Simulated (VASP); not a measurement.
A run of VASP 6.6.1:

File INCAR:

```
PREC = Accurate
ENCUT = 500
EDIFF = 1E-6
ISMEAR = -1
SIGMA = 0.1
LREAL = False
LASPH = True
NELM = 120
ALGO = Normal
ISIF = 2
LWAVE = False
LCHARG = True
GGA = PE
LELF = True
LVHAR = True
NBANDS = 14
GGA_COMPAT = False
```

The input KPOINTS:

```
Automatic mesh
0
Gamma
  8 8 8
```

File POSCAR:

```
HfB
1.0
    0.0000000000      2.4177749759      2.4177749759
    2.4177749759      0.0000000000      2.4177749759
    2.4177749759      2.4177749759      0.0000000000
Hf B
1 1
Direct
    0.0000000000      0.0000000000      0.0000000000
    0.5000000000      0.5000000000      0.5000000000
```

Potentials or basis: VASP PAW PBE potentials, release 64 (Hf_pv, B).

The run is started by

```bash
$ cat potpaw_PBE.64/Hf_pv/POTCAR potpaw_PBE.64/B/POTCAR > POTCAR
$ mpirun -np 1 vasp_std > vasp.out
```

Hardware: 1 thread of Intel(R) Xeon(R) Platinum 8488C (Sapphire Rapids) (shared host).

Task: How long does it take, and how much memory?

Result: Wall time 8.2 s on 1 thread of Intel(R) Xeon(R) Platinum 8488C (Sapphire Rapids) (shared host), peak memory 0.15 GiB. Counts: scf iterations 11, k points 29.
